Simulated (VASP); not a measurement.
Sn, 2 atoms in the cell. It takes space group I4_1/amd (No. 141, tetragonal). Conventional cell: a = 5.880 Å, b = 5.880 Å, c = 3.199 Å, α = 90.00°, β = 90.00°, γ = 90.00°. Sn (site symmetry -4m2) has 10 Sn at 3.05 to 3.79 Å within 4.0 Å. 

- Program: VASP 6.6.1
- Task: single point
- Functional: PBE
- Potentials or basis: VASP PAW PBE potentials, release 64 (Sn_d)
- Cutoff: 520 eV
- k mesh: 8 × 8 × 8
- Occupations: gaussian, width 0.1 eV
- Spin: no spin polarisation
- Dipole correction: no
- Further INCAR settings: ALGO = Normal; EDIFF = 1e-06; NBANDS = 21

Potentials or basis: VASP PAW PBE potentials, release 64 (Sn_d).

Launch:

```sh
$ cat potpaw_PBE.64/Sn_d/POTCAR > POTCAR
$ mpirun -np 1 vasp_std > vasp.out
```

Hardware: 1 thread of Intel(R) Xeon(R) Platinum 8488C (Sapphire Rapids) (shared host).

Question: Estimate the wall time of this run.

Answer: It took 50 s on 1 thread of Intel(R) Xeon(R) Platinum 8488C (Sapphire Rapids) (shared host), peak memory 0.22 GiB. Counts: scf iterations 10, k points 59.
